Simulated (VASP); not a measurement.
# H4CO2 in VASP: further runs, part 2 of 2

VASP 6.6.1. The steps go on from the part before.

### 4 Single point, PBEsol

This run uses another cell than the first one, of 14.38 Å³/atom.

The input, INCAR:

```
SYSTEM = H4CO2
ALGO = Normal
EDIFF = 1E-6
ENCUT = 520
GGA = PS
ISIF = 2
ISMEAR = -1
LASPH = .True.
LCHARG = .True.
LELF = .True.
LREAL = Auto
LVHAR = .True.
LWAVE = .False.
NBANDS = 60
NELM = 100
PREC = Accurate
SIGMA = 0.02
```

The input, KPOINTS:

```
k-points
0
Gamma
  1 1 1
  0 0 0
```

The input, POSCAR:

```
H4CO2
1.0
    7.3842900000      0.0000000000      0.0000000000
    0.0000000000      7.3842900000      0.0000000000
    0.0000000000      0.0000000000      7.3842900000
O C H
8 4 16
Direct
    0.8461477000      0.5375736868      0.7312957644
    0.4074596204      0.7176451629      0.9102703171
    0.6000983168      0.3465194352      0.3705298681
    0.7319187085      0.8584440752      0.0788430574
    1.0045109279      0.8807888098      0.8025009852
    0.2535653394      0.8342440505      0.4026250323
    0.4609921875      0.2266433198      0.0458270193
    0.1258347113      0.0429560594      0.1007544395
    0.8203632306      0.3731706095      0.7348302951
    0.3754321675      0.8665152642      0.8719863386
    0.4828900273      0.4440914428      0.4164923100
    0.6449232086      0.7167920003      0.1139852308
    0.9091192247      0.2764382222      0.6672679432
    0.6850760195      0.2926618537      0.7867919597
    0.4579722627      0.9786452049      0.9450333072
    0.2536195084      0.9098369647      0.8043427330
    0.3630139120      0.4838244435      0.3336813695
    0.4601254826      0.5059660441      0.5581985540
    0.6997152062      0.5943834817      0.0612787418
    0.5326307607      0.7328124979      0.2198857304
    1.0122571026      0.7620908713      0.7295623547
    0.8855692287      0.8533250996      0.8499666183
    0.2936639812      0.9024564312      0.2889783581
    0.1660552335      0.9224177274      0.4522574276
    0.3512050583      0.2165407913      0.1007408972
    0.5434645714      0.1676396783      0.1344746753
    0.0162371738      0.1063880211      0.1476648398
    0.0856548158     -0.0484542183      0.0089785206
```

Potentials or basis: VASP PAW PBE potentials, release 64 (O, C, H).

Started as:

```bash
$ cat potpaw_PBE.64/O/POTCAR potpaw_PBE.64/C/POTCAR potpaw_PBE.64/H/POTCAR > POTCAR
$ mpirun -np 1 vasp_gam > vasp.out
```

OUTCAR:

```text
SYSTEM = H4CO2
   EDIFF = 1E-6
   ENCUT = 520
   GGA = PS
   ISIF = 2
   ISMEAR = -1
   LASPH = .True.
   LREAL = Auto
   NELM = 100
   PREC = Accurate

 ion  position               nearest neighbor table
   1  0.846  0.538  0.731-   9 1.23
   2  0.407  0.718  0.910-  10 1.16
   3  0.600  0.347  0.371-  11 1.18
   4  0.732  0.858  0.079-  12 1.25
   5  0.005  0.881  0.803-  22 0.97  21 1.03
   6  0.254  0.834  0.403-  24 0.99  23 1.02
   7  0.461  0.227  0.046-  25 0.91  26 0.99
   8  0.126  0.043  0.101-  27 1.00  28 1.00
   9  0.820  0.373  0.735-  13 1.09  14 1.22   1 1.23
  10  0.375  0.867  0.872-  16 1.08   2 1.16  15 1.16
  11  0.483  0.444  0.416-  17 1.12  18 1.15   3 1.18
  12  0.645  0.717  0.114-  19 1.06  20 1.15   4 1.25
  13  0.909  0.276  0.667-   9 1.09
  14  0.685  0.293  0.787-   9 1.22
  15  0.458  0.979  0.945-  10 1.16
  16  0.254  0.910  0.804-  10 1.08
  17  0.363  0.484  0.334-  11 1.12
  18  0.460  0.506  0.558-  11 1.15
[... 8 lines left out ...]
  27  0.016  0.106  0.148-   8 1.00
  28  0.086  0.952  0.009-   8 1.00

  LATTYP: Found a simple cubic cell.
 ALAT       =     7.3842900000

  Lattice vectors:

 A1 = (   7.3842900000,   0.0000000000,   0.0000000000)
 A2 = (   0.0000000000,   7.3842900000,   0.0000000000)
 A3 = (   0.0000000000,   0.0000000000,   7.3842900000)

Analysis of symmetry for initial positions (statically):
=====================================================================
 Subroutine PRICEL returns:
 Original cell was already a primitive cell.

 Routine SETGRP: Setting up the symmetry group for a
 simple cubic supercell.

 Subroutine GETGRP returns: Found  1 space group operations
 (whereof  1 operations were pure point group operations)
 out of a pool of 48 trial point group operations.

The static configuration has the point symmetry C_1 .

[... 161 lines left out ...]
  volume/ion in A,a.u.               =      14.38        97.04
  Fermi-wavevector in a.u.,A,eV,Ry     =   0.955277  1.805212 12.416058  0.912555
  Thomas-Fermi vector in A             =   2.084100
   LORBIT       =      0    0 simple, 1 ext, 2 COOP (PROOUT), +10 PAW based schemes
   GGA     = PS    functional components
   LHFCALC =     F    Hartree Fock is set to
   AEXX    =    0.0000 exact exchange contribution
   IVDW    =     0    specifies the selected vdW correction
   LEPSILON=     F    determine dielectric tensor
   LRPA    =     F    only Hartree local field effects (RPA)
 non-spin polarized calculation
  energy-cutoff  :      520.00
  volume of cell :      402.65
 maximum number of plane-waves:      5414
 NGX is ok and might be reduce to    54
   NGX = 27   NGY = 27   NGZ = 27

 number of electron      80.0000000 magnetization

 Free energy of the ion-electron system (eV)
  ---------------------------------------------------
  ext. energy  EPLUGINS =         0.00000000
  ---------------------------------------------------
  free energy    TOTEN  =      -147.39758995 eV

  energy without entropy =     -147.39758995  energy(sigma->0) =     -147.39758995

 E-fermi :  -2.3082     XC(G=0):  -5.8466

 val. band max:       -2.8676117759   @ k =   0.0000   0.0000   0.0000
 cond. band min:      -0.2880790505   @ k =   0.0000   0.0000   0.0000
 fundamental gap:      2.5795327254
 Fermi energy:        -2.3081524151

 k-point     1 :       0.0000    0.0000    0.0000
  band No.  band energies     occupation
      1     -24.7992      2.00000
      2     -24.6673      2.00000
      3     -24.0602      2.00000
      4     -23.1374      2.00000
      5     -22.8482      2.00000
      6     -22.4470      2.00000
[... 44 lines left out ...]
     51       4.4373      0.00000
     52       4.7669      0.00000
 [bands above 52 left out]

------------------------ aborting loop because EDIFF is reached ----------------------------------------

  FORCE on cell =-STRESS in cart. coord.  units (eV):
  Direction    XX          YY          ZZ          XY          YZ          ZX
  --------------------------------------------------------------------------------------
  -------------------------------------------------------------------------------------
  Total        5.2197296      3.4437709     -1.1479663     -4.3688003     -0.6592713      0.0219253
  in kB       20.7698020     13.7030928     -4.5678673    -17.3838733     -2.6233032      0.0872430
  external PRESSURE =       9.9683425 kB  Pullay stress =       0.0000000 kB

 VOLUME and BASIS-vectors are now :
 -----------------------------------------------------------------------------
  energy-cutoff  :      520.00
  volume of cell :      402.65
      direct lattice vectors                 reciprocal lattice vectors
     7.384290000  0.000000000  0.000000000     0.135422634  0.000000000  0.000000000
     0.000000000  7.384290000  0.000000000     0.000000000  0.135422634  0.000000000
     0.000000000  0.000000000  7.384290000     0.000000000  0.000000000  0.135422634

 POSITION                                       TOTAL-FORCE (eV/Angst)
 -----------------------------------------------------------------------------------
      6.24820      3.96960      5.40010        -0.291372     -1.097801      0.494918
      3.00880      5.29930      6.72170         1.092949     -6.438471      0.966396
      4.43130      2.55880      2.73610         2.763464     -1.910575     -0.485544
      5.40470      6.33900      0.58220        -0.714429     -0.599386     -0.011461
      0.03331      6.50400      5.92590        -0.126064     -2.026101     -1.753497
      1.87240      6.16030      2.97310         0.438276      1.239908     -0.991371
[... 20 lines left out ...]
      0.11990      0.78560      1.09040         0.711326     -0.822624     -0.542157
      0.63250      7.02649      0.06630        -0.283372      0.478776      0.173072
 -----------------------------------------------------------------------------------
    total drift:                                0.001808      0.002002      0.007815

  FREE ENERGIE OF THE ION-ELECTRON SYSTEM (eV)
  ---------------------------------------------------
  free  energy   TOTEN  =      -147.3975899497 eV

  energy  without entropy=     -147.3975899497  energy(sigma->0) =     -147.39758995
```

stdout:

```text
POSCAR found type information on POSCAR O C H
 POSCAR found :  3 types and      28 ions
 scaLAPACK will be used
 -----------------------------------------------------------------------------
|                                                                             |
|                                                                             |
|     You enforced a specific xc type in the INCAR file but a different       |
|     I HOPE YOU KNOW WHAT YOU ARE DOING!                                     |
|                                                                             |
 -----------------------------------------------------------------------------

 LDA part: xc-table for (Slater+PW92), standard interpolation
 POSCAR, INCAR and KPOINTS ok, starting setup
 FFT: planning ... GRIDC
 FFT: planning ... GRID_SOFT
 FFT: planning ... GRID
 WAVECAR not read
 entering main loop
```

Run time: 1.7 min. Hardware: 1 thread of Intel Xeon Platinum 8259CL at 2.50GHz (Skylake/Cascade Lake), shared host; peak memory 0.4 GiB.

Results:

```yaml
Free_energy: -147.3976 eV
Pressure: 1.0 GPa
Largest_force: 6.602 eV/Å
```

Forces on the atoms (eV/Å):
```
O   -0.291 -1.098  0.495
O    1.093 -6.438  0.966
O    2.763 -1.911 -0.486
O   -0.714 -0.599 -0.011
O   -0.126 -2.026 -1.753
O    0.438  1.240 -0.991
O    4.384  0.082 -1.149
O   -0.498  0.597  0.569
C   -2.162 -0.280 -0.204
C    0.606  6.250  0.967
C   -3.504  2.402  2.054
C    0.121  3.250  0.627
H    0.928 -0.262 -0.196
H    1.574  1.681 -0.141
H   -0.277 -0.341 -1.099
H   -0.387  0.168 -1.056
H    0.050 -0.116 -0.725
H    0.830 -0.373 -0.430
H   -0.199 -1.651 -0.323
H    0.581 -0.808 -0.599
H    0.385  1.368  0.808
H   -1.144  0.382  1.003
H   -0.859 -0.875  1.243
H    0.263 -0.483 -0.116
H   -4.083 -0.436  1.470
H   -0.200  0.623 -0.552
H    0.711 -0.823 -0.542
H   -0.283  0.479  0.173
```

Caveat: the k points lie up to 0.85 Å⁻¹ apart, too coarse for converged energies, forces and pressures; the atoms stand as in a frame of molecular dynamics; the PAW data sets were made with another functional, which shifts forces and pressure a little.

### 5 Single point, PBEsol

This run uses another cell than the first one, of 15.21 Å³/atom.

The input, INCAR:

```
PREC = Accurate
ENCUT = 520
EDIFF = 1E-7
ISMEAR = -1
SIGMA = 0.02
LREAL = Auto
LASPH = T
NELM = 80
ALGO = Normal
ISIF = 2
LWAVE = F
LCHARG = T
GGA = PS
LELF = T
LVHAR = T
NBANDS = 60
```

The input, KPOINTS:

```
Automatic mesh
0
Gamma
  1 1 1
```

The input, POSCAR:

```
H4CO2
1.0
    7.5232020000      0.0000000000      0.0000000000
    0.0000000000      7.5232020000      0.0000000000
    0.0000000000      0.0000000000      7.5232020000
O C H
8 4 16
Direct
    0.8436966068      0.4987371069      0.7463710266
    0.4109686275      0.7569250434      0.9449832664
    0.5564518938      0.3682075797      0.4316646024
    0.7771557908      0.8780436841      0.0580603844
    0.9699061650      0.8128320893      0.7939039787
    0.3309229235      0.8782297750      0.3554736401
    0.4157405318      0.2357772661      0.0342407395
    0.0890046552      0.0884862589      0.0471208935
    0.8265496527      0.3391375109      0.7665220208
    0.4228651577      0.8921467216      0.8389645792
    0.4660914329      0.5078555647      0.4348414412
    0.6819037958      0.7512093920      0.0778790733
    0.9363034516      0.2348601035      0.7587859531
    0.6926439035      0.2947016443      0.8054150347
    0.5436514931      0.9744653939      0.8571749104
    0.3141481513      0.9033254723      0.7265523377
    0.3264434479      0.4943373845      0.3788546419
    0.4736015330      0.6290140820      0.5263051557
    0.7128480666      0.6392357935     -0.0223973781
    0.5986945452      0.7364151594      0.2054976059
    0.9779612458      0.6905171495      0.7567389524
    0.8765815407      0.8455575166      0.8811540618
    0.2407618458      0.8863779013      0.2699648368
    0.2734872731      0.8372764682      0.4650147637
    0.2859819529      0.2301280758      0.0510420962
    0.4658787575      0.2493751995      0.1500956641
    0.0114180106      0.0901876621      0.1534187172
    0.0456986267     -0.0277009709     -0.0009570393
```

Started as:

```bash
$ cat potpaw_PBE.64/O/POTCAR potpaw_PBE.64/C/POTCAR potpaw_PBE.64/H/POTCAR > POTCAR
$ mpirun -np 1 vasp_gam > vasp.out
```

It took 1.8 min on 1 thread of Intel Xeon Platinum 8259CL at 2.50GHz (Skylake/Cascade Lake), shared host; peak memory 0.38 GiB.

The run converged. Its results:

```yaml
Free_energy: -147.5406 eV
Pressure: -0.9 GPa
Largest_force: 4.433 eV/Å
```

Forces on the atoms (eV/Å):
```
O    0.667 -0.072 -0.330
O    0.308  3.463 -2.671
O   -0.406  2.697 -0.042
O    0.735  3.077  0.111
O    1.378  1.804 -0.597
O    1.536 -0.316  1.879
O   -0.292  0.184 -1.064
O   -1.086 -0.934  0.887
C   -0.081 -0.517  0.304
C   -0.999 -3.940  1.768
C   -1.212 -2.725  0.974
C   -0.997 -3.231  0.523
H   -0.322  0.705 -0.165
H   -0.346 -0.604  0.096
H   -0.340  0.469 -0.441
H    1.224  0.354  1.419
H    0.587  0.490 -0.457
H    1.125 -0.614 -0.563
H   -1.037  0.190  0.994
H    0.427 -0.115 -1.025
H   -0.654 -0.656  0.316
H   -0.184 -0.739  0.009
H   -1.536  0.242 -1.634
H   -0.067  0.193 -0.324
H    0.188 -0.386 -0.092
H    0.439  0.038  1.086
H    0.294  0.493 -0.357
H    0.652  0.450 -0.606
```

Stress tensor (GPa, compression positive):
```
-0.13  1.78  0.39
 1.78 -1.12  0.36
 0.39  0.36 -1.48
```

Levels at points of the mesh, in eV from the Fermi level:
| k point | band 37 | band 38 | band 39 | band 40 | band 41 | band 42 | band 43 | band 44 |
| --- | --- | --- | --- | --- | --- | --- | --- | --- |
| (0.00, 0.00, 0.00) | -0.98 | -0.82 | -0.80 | -0.55 | 2.23 | 2.31 | 2.87 | 3.61 |

Caveat: the k points lie up to 0.84 Å⁻¹ apart, too coarse for converged energies, forces and pressures; the atoms stand as in a frame of molecular dynamics; the PAW data sets were made with another functional, which shifts forces and pressure a little.

### 6 Single point, PBEsol

This run uses another cell than the first one, of 16.60 Å³/atom.

The input, INCAR:

```
SYSTEM = H4CO2
PREC = Accurate ; ENCUT = 520
EDIFF = 1E-6 ; ISMEAR = -1
SIGMA = 0.02 ; LREAL = Auto
LASPH = .True. ; NELM = 100
ALGO = Normal ; ISIF = 2
LWAVE = .False. ; LCHARG = .False.
GGA = PS ; NBANDS = 60
```

The input, KPOINTS:

```
regular mesh
0
Gamma
  1 1 1
  0 0 0
```

The input, POSCAR:

```
H4CO2
1.0
    7.7465130000      0.0000000000      0.0000000000
    0.0000000000      7.7465130000      0.0000000000
    0.0000000000      0.0000000000      7.7465130000
O C H
8 4 16
Direct
    0.8659509124      0.4266306660      0.7813192852
    0.4512481939      0.8074471701      0.9589605026
    0.5213571577      0.4149479901      0.4893298443
    0.7504666939      0.9110292592      0.0573032021
    1.0129589920      0.8216729256      0.7514477804
    0.3771245204      0.8874057269      0.3342278003
    0.3736132632      0.2497252635     -0.0032659856
    0.0421221781      0.0877814315     -0.0052410678
    0.8385450331      0.2728195254      0.7839914553
    0.4747039087      0.8728701546      0.8195300260
    0.4403013330      0.5491761261      0.4715411954
    0.6965327496      0.7646795403      0.0944037659
    0.9046521964      0.1809072030      0.6903622314
    0.7576312077      0.2228228365      0.8775948611
    0.6088158633      0.8936020633      0.7690169758
    0.3817330456      0.9014120289      0.7097516005
    0.2936159792      0.5361250927      0.4409984208
    0.5007543394      0.6762139301      0.4409338757
    0.7498212422      0.6518416738      0.0104434085
    0.6115783966      0.7520545050      0.2009291148
    1.0188067844      0.7000698250      0.7663448057
    0.8979653168      0.8442508261      0.7860439917
    0.3892719214      1.0178902430      0.3100620886
    0.2708315341      0.8567596801      0.2735940674
    0.2516228915      0.2038852836      0.0265667921
    0.4523196437      0.1563025841      0.0367262018
   -0.0625313609      0.0302587758      0.0416961799
    0.0868003449      0.0233653516     -0.1012455540
```

Potentials or basis: VASP PAW PBE potentials, release 64 (O, C, H).

Started as:

```bash
$ cat potpaw_PBE.64/O/POTCAR potpaw_PBE.64/C/POTCAR potpaw_PBE.64/H/POTCAR > POTCAR
$ mpirun -np 1 vasp_gam > vasp.out
```

It took 1.7 min on 1 thread of Intel Xeon Platinum 8259CL at 2.50GHz (Skylake/Cascade Lake), shared host; peak memory 0.46 GiB.

It converged, with:

* Free energy: -147.6944 eV
* Pressure: 0.0 GPa
* Largest force: 3.064 eV/Å

Forces in eV/Å, atoms in the order of the input:
```
O    0.334  1.011 -0.240
O   -1.338 -0.336  0.076
O   -0.026  0.627  0.430
O    0.534 -0.010  0.348
O    1.167  0.884 -0.585
O    0.111  2.409 -0.373
O   -0.973 -1.348  0.752
O    0.093  1.234  1.079
C    2.013  0.356 -1.790
C    0.783 -0.145 -1.965
C   -0.807 -1.568 -1.616
C    1.620  0.466 -2.559
H   -0.374  0.332  0.228
H   -1.919 -1.390  1.837
H    0.258  0.254  0.437
H   -0.430 -0.083  1.076
H    0.844  0.503  0.667
H    0.020  0.082  0.630
H   -0.765  0.463  1.058
H   -0.865 -0.639  1.290
H    0.331 -1.609  0.038
H   -1.513  0.592  0.540
H   -0.205 -2.091  0.441
H    0.035  0.051 -0.051
H    1.416  0.498 -0.462
H   -0.543  0.686 -0.240
H    0.313 -0.222 -0.433
H   -0.114 -1.005 -0.612
```

Stress tensor (GPa, compression positive):
```
 0.37  0.52 -0.58
 0.52 -0.59 -0.31
-0.58 -0.31  0.20
```

Levels at points of the mesh, in eV from the Fermi level:
```
           k point  band 36  band 37  band 38  band 39  band 40  band 41  band 42  band 43  band 44  band 45
(0.00, 0.00, 0.00)    -1.59    -1.38    -0.99    -0.59    -0.51     1.93     2.81     2.94     3.26     3.77
```

Caveat: the k points lie up to 0.81 Å⁻¹ apart, too coarse for converged energies, forces and pressures; the atoms stand as in a frame of molecular dynamics; the PAW data sets were made with another functional, which shifts forces and pressure a little.

### 7 Summary

| potentials or basis | cell | cutoff (eV) | pressure (GPa) | largest force (eV/Å) |
| --- | --- | --- | --- | --- |
| VASP PAW PBE potentials, release 64 (O_h, C_h, H_h) | a = 7.446 Å, 28 atoms, atomic positions A | 1000 | -0.6 | 2.77 |
| VASP PAW PBE potentials, release 64 (O_h, C_h, H_h) | a = 7.714 Å, 28 atoms, atomic positions B | 1000 | -1.5 | 4.28 |
| VASP PAW PBE potentials, release 64 (O, C, H) | a = 7.384 Å, 28 atoms, atomic positions C | 520 | 1.0 | 6.60 |
| VASP PAW PBE potentials, release 64 (O, C, H) | a = 7.523 Å, 28 atoms, atomic positions D | 520 | -0.9 | 4.43 |
| VASP PAW PBE potentials, release 64 (O, C, H) | a = 7.747 Å, 28 atoms, atomic positions E | 520 | 0.0 | 3.06 |

Alike in all rows: task single point; level PBEsol; no spin polarisation; k mesh 1 × 1 × 1; smearing fermi-dirac 0.02 eV.

Caveats: all runs use coarse meshes; the atoms stand as in a frame of molecular dynamics; the PAW data sets were made with another functional, which shifts forces and pressure a little.

Absolute energies hang on the potentials; compare differences alone.
